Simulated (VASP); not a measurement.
MgO:

```
CELL_PARAMETERS angstrom
0.00000 2.30616 2.30616
2.30616 0.00000 2.30616
2.30616 2.30616 0.00000
ATOMIC_POSITIONS crystal
Mg 0.50000 0.50000 0.50000
O 0.25000 0.25000 0.25000
```

Base run:

```yaml
Program: VASP 6.6.1
Functional: PBE
Potentials_or_basis: VASP PAW PBE potentials, release 64 (Mg, O)
Cutoff: 520 eV
k_mesh: 8 × 8 × 8
Occupations: gaussian, width 0.02 eV
Spin: no spin polarisation
```

Its results: band gap on the k mesh 3.46 eV, direct; pressure -0.4 GPa.

Task: After a change of settings the same cell gave: band gap on the k mesh 4.14 eV, direct; pressure -4.3 GPa. Which change was it?
A. occupations from gaussian, width 0.02 eV to gaussian, width 0.01 eV; further incar settings from ALGO = Normal; EDIFF = 1e-06; NBANDS = 11 to ALGO = Normal; EDIFF = 1e-07; NBANDS = 11
B. occupations from gaussian, width 0.02 eV to gaussian, width 0.01 eV
C. functional from PBE to r2SCAN

Result: C.

r2SCAN gives the wider gap, since meta-GGAs in the generalised Kohn-Sham scheme recover part of the derivative discontinuity.

Caveats: the PAW data sets were made with another functional, which shifts forces and pressure a little (some runs).
